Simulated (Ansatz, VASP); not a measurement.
## One calculation of SrTe, two programs

Contents of INCAR:

```
SYSTEM = SrTe
  PREC = Accurate
  ENCUT = 400
  EDIFF = 1E-8
  ISMEAR = -1
  SIGMA = 0.03
  LREAL = .FALSE.
  LASPH = .TRUE.
  NELM = 120
  ALGO = Normal
  ISIF = 2
  LWAVE = .FALSE.
  LCHARG = .FALSE.
  GGA = PS
  LEFG = .TRUE.
  NBANDS = 15
  GGA_COMPAT = .FALSE.
```

File KPOINTS:

```
Automatic mesh
0
G
  7 7 7
  0 0 0
```

POSCAR

```
SrTe
1.0
    0.0000000000      3.3558353104      3.3558353104
    3.3558353104      0.0000000000      3.3558353104
    3.3558353104      3.3558353104      0.0000000000
Sr Te
1 1
Direct
    0.0000000000      0.0000000000      0.0000000000
    0.5000000000      0.5000000000      0.5000000000
```

Input for Ansatz:

```yaml
crystal:
  lattice:
    - [0.0, 3.3558353104, 3.3558353104]
    - [3.3558353104, 0.0, 3.3558353104]
    - [3.3558353104, 3.3558353104, 0.0]
  atoms:
    - { symbol: Sr, position: [0.0, 0.0, 0.0] }
    - { symbol: Te, position: [0.5, 0.5, 0.5] }
kpoints:
  mp_grid: { grid: [7, 7, 7] }
scf:
  occupations: { method: fermi_dirac, width: 0.03 }
hamiltonian:
  xc: pbesol
  pseudopotentials: { kind: all_electron, datasets: crystal }
output:
  forces: true
  stress: true
  eigenvalues: true
  efg: { contact_densities: true }
```

Change from the starting cell: volume scaled by 1, crystal datasets.

Alike in both runs: task electric field gradients; functional PBEsol; k mesh 7 × 7 × 7; occupations fermi-dirac, width 0.03 eV; no spin polarisation.

|  | VASP | Ansatz |
| --- | --- | --- |
| version | VASP 6.6.1 | Ansatz 0.2.0 |
| potentials or method | VASP PAW PBE potentials, release 64 (Sr_sv, Te), cutoff 400 eV | all-electron PAW with datasets made for the crystal, scalar-relativistic |

VASP gave:

| Quantity | Value |
| --- | --- |
| gap on the k mesh at the Fermi level (eV) | 1.72 |
| pressure (GPa) | -1.4 |

Task: Estimate Ansatz's values.

Result: gap on the k mesh at the Fermi level (eV): 1.74; pressure (GPa): -1.5.

VASP's potentials were made for PBE, not for PBEsol. Ansatz ran all-electron here, and VASP with PAW potentials.

Spin-orbit coupling is off throughout.
